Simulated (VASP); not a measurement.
# Nb (Pm-3n) in VASP: notebook, part 2 of 2

VASP 6.6.1. Earlier steps stand in the parts before.

## Step 3: Single point, BLYP

Input file INCAR:

```
  PREC = Accurate
  ENCUT = 520
  EDIFF = 1E-6
  ISMEAR = -1
  SIGMA = 0.1
  LREAL = False
  LASPH = True
  NELM = 60
  ALGO = Normal
  ISIF = 2
  LWAVE = False
  LCHARG = True
  GGA = B5
  ALDAX = 1.0
  AGGAX = 1.0
  AGGAC = 1.0
  ALDAC = 0.0
  LELF = True
  LVHAR = True
  NBANDS = 62
```

Input file KPOINTS:

```
Automatic mesh
0
Gamma
  6 6 6
```

Input file POSCAR:

```
Nb
1.0
    5.3636723262      0.0000000000      0.0000000000
    0.0000000000      5.3636723262      0.0000000000
    0.0000000000      0.0000000000      5.3636723262
Nb
8
Direct
    0.0000000000      1.0000000000      1.0000000000
    0.5000000000      0.5000000000      0.5000000000
    0.2500000000      1.0000000000      0.5000000000
    0.7500000000      1.0000000000      0.5000000000
    0.5000000000      0.2500000000      1.0000000000
    0.5000000000      0.7500000000      0.0000000000
    1.0000000000      0.5000000000      0.2500000000
    1.0000000000      0.5000000000      0.7500000000
```

Potentials or basis: VASP PAW PBE potentials, release 64 (Nb_sv).

Launch:

```sh
cat potpaw_PBE.64/Nb_sv/POTCAR > POTCAR
mpirun -np 1 vasp_std > vasp.out
```

OUTCAR:

```text
PREC = Accurate
   ENCUT = 520
   EDIFF = 1E-6
   ISMEAR = -1
   LREAL = False
   LASPH = True
   NELM = 60
   ISIF = 2
   GGA = B5

 ion  position               nearest neighbor table
   1  0.000  0.000  0.000-   3 3.00   4 3.00   5 3.00   6 3.00   7 3.00   8 3.00   3 3.00   4 3.00
                             7 3.00   8 3.00   5 3.00   6 3.00
   2  0.500  0.500  0.500-   3 3.00   4 3.00   5 3.00   6 3.00   7 3.00   8 3.00   5 3.00   6 3.00
                             3 3.00   4 3.00   7 3.00   8 3.00
   3  0.250  0.000  0.500-   4 2.68   4 2.68   1 3.00   1 3.00   2 3.00   2 3.00
   4  0.750  0.000  0.500-   3 2.68   3 2.68   1 3.00   1 3.00   2 3.00   2 3.00
   5  0.500  0.250  0.000-   6 2.68   6 2.68   1 3.00   2 3.00   2 3.00   1 3.00
   6  0.500  0.750  0.000-   5 2.68   5 2.68   1 3.00   2 3.00   2 3.00   1 3.00
   7  0.000  0.500  0.250-   8 2.68   8 2.68   1 3.00   2 3.00   1 3.00   2 3.00
   8  0.000  0.500  0.750-   7 2.68   7 2.68   1 3.00   2 3.00   1 3.00   2 3.00

  LATTYP: Found a simple cubic cell.
 ALAT       =     5.3636723262

  Lattice vectors:

 A1 = (   5.3636723262,   0.0000000000,   0.0000000000)
 A2 = (   0.0000000000,   5.3636723262,   0.0000000000)
[... 192 lines left out ...]
 k-point     1 :       0.0000    0.0000    0.0000
  band No.  band energies     occupation
      1     -43.6213      2.00000
      2     -43.5114      2.00000
      3     -43.5114      2.00000
      4     -43.4048      2.00000
      5     -43.3534      2.00000
      6     -43.3200      2.00000
[... 1289 lines left out ...]
     61      12.9091      0.00000
     62      12.9092      0.00000

------------------------ aborting loop because EDIFF is reached ----------------------------------------

  FORCE on cell =-STRESS in cart. coord.  units (eV):
  Direction    XX          YY          ZZ          XY          YZ          ZX
  --------------------------------------------------------------------------------------
  -------------------------------------------------------------------------------------
  Total       -0.0698761     -0.0698761     -0.0698761      0.0000000      0.0000000     -0.0000000
  in kB       -0.7255257     -0.7255257     -0.7255257      0.0000000      0.0000000     -0.0000000
  external PRESSURE =      -0.7255257 kB  Pullay stress =       0.0000000 kB

 VOLUME and BASIS-vectors are now :
 -----------------------------------------------------------------------------
  energy-cutoff  :      520.00
  volume of cell :      154.31
      direct lattice vectors                 reciprocal lattice vectors
     5.363672326  0.000000000  0.000000000     0.186439428  0.000000000  0.000000000
     0.000000000  5.363672326  0.000000000     0.000000000  0.186439428  0.000000000
     0.000000000  0.000000000  5.363672326     0.000000000  0.000000000  0.186439428

 POSITION                                       TOTAL-FORCE (eV/Angst)
 -----------------------------------------------------------------------------------
      0.00000      0.00000      0.00000        -0.000000      0.000000      0.000000
      2.68184      2.68184      2.68184        -0.000000      0.000000      0.000000
      1.34092      0.00000      2.68184        -0.000000     -0.000000     -0.000000
      4.02275      0.00000      2.68184         0.000000      0.000000      0.000000
      2.68184      1.34092      0.00000         0.000000     -0.000000      0.000000
      2.68184      4.02275      0.00000         0.000000      0.000000     -0.000000
      0.00000      2.68184      1.34092        -0.000000      0.000000      0.000000
      0.00000      2.68184      4.02275        -0.000000     -0.000000     -0.000000
 -----------------------------------------------------------------------------------
    total drift:                                0.000000     -0.000000      0.000000

  FREE ENERGIE OF THE ION-ELECTRON SYSTEM (eV)
  ---------------------------------------------------
  free  energy   TOTEN  =       -70.2426535683 eV

  energy  without entropy=      -69.8338696134  energy(sigma->0) =      -70.03826159
```

stdout:

```text
POSCAR found type information on POSCAR Nb
 POSCAR found :  1 types and       8 ions
 scaLAPACK will be used
 -----------------------------------------------------------------------------
|                                                                             |
|                                                                             |
|     You enforced a specific xc type in the INCAR file but a different       |
|     I HOPE YOU KNOW WHAT YOU ARE DOING!                                     |
|                                                                             |
 -----------------------------------------------------------------------------

 LDA part: xc-table for (Slater(with rela. corr.)+VWN5), standard interpolation
 POSCAR, INCAR and KPOINTS ok, starting setup
 FFT: planning ... GRIDC
 FFT: planning ... GRID_SOFT
 FFT: planning ... GRID
 WAVECAR not read
 entering main loop
```

It took 4.1 min on 1 thread of Intel Xeon 8259CL, shared host; peak memory 0.3 GiB.

Results:

```yaml
Free_energy: -70.2427 eV
Pressure: -0.1 GPa
Band_gap_on_the_k_mesh: zero (bands 52 and 53 overlap by 0.30 eV)
```

Caveat: the PAW data sets were made with another functional, which shifts forces and pressure a little.

## Step 4: Relaxation of cell and atoms, BLYP

This run uses another cell than the first one, of 17.98 Å³/atom.

Input file INCAR:

```
PREC = Accurate
ENCUT = 600
EDIFF = 1E-7
ISMEAR = -1
SIGMA = 0.1
LREAL = False
LASPH = True
NELM = 80
ALGO = Normal
ISIF = 3
LWAVE = False
LCHARG = False
GGA = B5
ALDAX = 1.0
AGGAX = 1.0
AGGAC = 1.0
ALDAC = 0.0
IBRION = 2
NSW = 80
EDIFFG = -0.01
```

Input file KPOINTS:

```
Automatic mesh
0
Gamma
  5 5 5
```

Input file POSCAR:

```
Nb
1.0
    5.2390584319      0.0000000000      0.0000000000
    0.0000000000      5.2390584319      0.0000000000
    0.0000000000      0.0000000000      5.2390584319
Nb
8
Direct
    0.0000000000      0.0000000000      0.0000000000
    0.5000000000      0.5000000000      0.5000000000
    0.2500000000      0.0000000000      0.5000000000
    0.7500000000      0.0000000000      0.5000000000
    0.5000000000      0.2500000000      0.0000000000
    0.5000000000      0.7500000000      0.0000000000
    0.0000000000      0.5000000000      0.2500000000
    0.0000000000      0.5000000000      0.7500000000
```

Potentials or basis: VASP PAW PBE potentials, release 64 (Nb_sv).

Launch:

```sh
cat potpaw_PBE.64/Nb_sv/POTCAR > POTCAR
mpirun -np 1 vasp_std > vasp.out
```

OUTCAR:

```text
PREC = Accurate
   ENCUT = 600
   EDIFF = 1E-7
   ISMEAR = -1
   LREAL = False
   LASPH = True
   NELM = 80
   ISIF = 3
   GGA = B5
   IBRION = 2
   NSW = 80
   EDIFFG = -0.01

 ion  position               nearest neighbor table
   1  0.000  0.000  0.000-   3 2.93   4 2.93   5 2.93   6 2.93   7 2.93   8 2.93   3 2.93   4 2.93
                             7 2.93   8 2.93   5 2.93   6 2.93
   2  0.500  0.500  0.500-   3 2.93   4 2.93   5 2.93   6 2.93   7 2.93   8 2.93   5 2.93   6 2.93
                             3 2.93   4 2.93   7 2.93   8 2.93
   3  0.250  0.000  0.500-   4 2.62   4 2.62   1 2.93   1 2.93   2 2.93   2 2.93
   4  0.750  0.000  0.500-   3 2.62   3 2.62   1 2.93   1 2.93   2 2.93   2 2.93
   5  0.500  0.250  0.000-   6 2.62   6 2.62   1 2.93   2 2.93   2 2.93   1 2.93
   6  0.500  0.750  0.000-   5 2.62   5 2.62   1 2.93   2 2.93   2 2.93   1 2.93
   7  0.000  0.500  0.250-   8 2.62   8 2.62   1 2.93   2 2.93   1 2.93   2 2.93
   8  0.000  0.500  0.750-   7 2.62   7 2.62   1 2.93   2 2.93   1 2.93   2 2.93

  LATTYP: Found a simple cubic cell.
 ALAT       =     5.2390584319

  Lattice vectors:

 A1 = (   5.2390584319,   0.0000000000,   0.0000000000)
[... 229 lines left out ...]
  band No.  band energies     occupation
      1     -45.3509      2.00000
      2     -45.2845      2.00000
      3     -45.2845      2.00000
      4     -45.2312      2.00000
      5     -45.1981      2.00000
      6     -45.1619      2.00000
[... 722 lines left out ...]
--------------------------------------- Ionic step        4  -------------------------------------------

 number of electron     103.9999977 magnetization

 Free energy of the ion-electron system (eV)
  ---------------------------------------------------
  ext. energy  EPLUGINS =         0.00000000
  ---------------------------------------------------
  free energy    TOTEN  =       -70.25968183 eV

  energy without entropy =      -69.85326215  energy(sigma->0) =      -70.05647199

 E-fermi :  10.8677     XC(G=0): -11.5363

 val. band max:       10.8570755157   @ k =   0.4000   0.4000   0.2000
 cond. band min:      10.8877176446   @ k =   0.4000   0.0000   0.0000
 fundamental gap:      0.0306421289
 Fermi energy:        10.8677421859

 k-point     1 :       0.0000    0.0000    0.0000
  band No.  band energies     occupation
      1     -43.6185      2.00000
      2     -43.5071      2.00000
      3     -43.5071      2.00000
      4     -43.4080      2.00000
      5     -43.3551      2.00000
      6     -43.3158      2.00000
[... 674 lines left out ...]
  FREE ENERGIE OF THE ION-ELECTRON SYSTEM (eV)
  ---------------------------------------------------
  free  energy   TOTEN  =       -70.2596818306 eV

  energy  without entropy=      -69.8532621466  energy(sigma->0) =      -70.05647199

 reached required accuracy - stopping structural energy minimisation
```

CONTCAR:

```text
Nb
   1.00000000000000
     5.3636644665692419    0.0000000000000000   -0.0000000000000000
     0.0000000000000000    5.3636644665692419   -0.0000000000000000
    -0.0000000000000000   -0.0000000000000000    5.3636644665692419
  Nb
     8
Direct
     0.0000000000000000    0.0000000000000000    0.0000000000000000
     0.5000000000000000    0.5000000000000000    0.5000000000000000
     0.2500000000000000    0.0000000000000000    0.5000000000000000
     0.7500000000000000    0.0000000000000000    0.5000000000000000
     0.5000000000000000    0.2500000000000000    0.0000000000000000
     0.5000000000000000    0.7500000000000000    0.0000000000000000
     0.0000000000000000    0.5000000000000000    0.2500000000000000
     0.0000000000000000    0.5000000000000000    0.7500000000000000

  0.00000000E+00  0.00000000E+00  0.00000000E+00
  0.00000000E+00  0.00000000E+00  0.00000000E+00
  0.00000000E+00  0.00000000E+00  0.00000000E+00
  0.00000000E+00  0.00000000E+00  0.00000000E+00
  0.00000000E+00  0.00000000E+00  0.00000000E+00
  0.00000000E+00  0.00000000E+00  0.00000000E+00
  0.00000000E+00  0.00000000E+00  0.00000000E+00
  0.00000000E+00  0.00000000E+00  0.00000000E+00
```

It took 15 min on 1 thread of Intel Xeon 8259CL, shared host; peak memory 0.3 GiB.

Results:

```yaml
Free_energy: -70.2597 eV
Relaxed_volume: 19.29 Å³/atom
Relaxed_cell: a = 5.364 Å, b = 5.364 Å, c = 5.364 Å, α = 90.00°, β = 90.00°, γ = 90.00°
Space_group_after_relaxing_to_0.1_Å: Pm-3n (No. 223)
Energy_gained_by_relaxing: 47.5 meV/atom
Ionic_steps: 4
Pressure_after_relaxing: 0.0 GPa
Band_gap_on_the_k_mesh: zero (bands 52 and 53 overlap by 0.38 eV)
```

Step by step:
```tsv
step	energy change (eV)	largest force (eV/Å)	pressure (GPa)	volume (Å³)
1	0.0000	0.0000	12.25	143.80
2	0.6391	0.0000	-14.75	174.34
3	-0.3792	0.0000	-0.39	154.67
4	-0.3797	0.0000	-0.02	154.31
```

Final structure:
```xyz
8
Lattice="5.3637 0.0000 0.0000 0.0000 5.3637 0.0000 0.0000 0.0000 5.3637" Properties=species:S:1:pos:R:3 pbc="T T T"
Nb    0.0000    0.0000    0.0000
Nb    2.6818    2.6818    2.6818
Nb    1.3409    0.0000    2.6818
Nb    4.0227    0.0000    2.6818
Nb    2.6818    1.3409    0.0000
Nb    2.6818    4.0227    0.0000
Nb    0.0000    2.6818    1.3409
Nb    0.0000    2.6818    4.0227
```

Caveat: the PAW data sets were made with another functional, which shifts forces and pressure a little.

## Step 5: The runs side by side

| task | cell | k mesh | cutoff (eV) | gap on the mesh (eV) | pressure (GPa) |
| --- | --- | --- | --- | --- | --- |
| single point | a = 5.364 Å, 8 atoms | 5 × 5 × 5 | 520 | none | -0.1 |
| single point | a = 5.364 Å, 8 atoms | 6 × 6 × 6 | 520 | none | -0.1 |
| relaxation of cell and atoms | relaxed from a = 5.239 Å, 8 atoms | 5 × 5 × 5 | 600 | none | 0.0 |

Alike in all rows: level BLYP; potentials or basis VASP PAW PBE potentials, release 64 (Nb_sv); no spin polarisation; smearing fermi-dirac 0.1 eV.

Caveats: the PAW data sets were made with another functional, which shifts forces and pressure a little.

Total energies depend on the potentials used, so only differences within one code and one set of settings carry meaning.
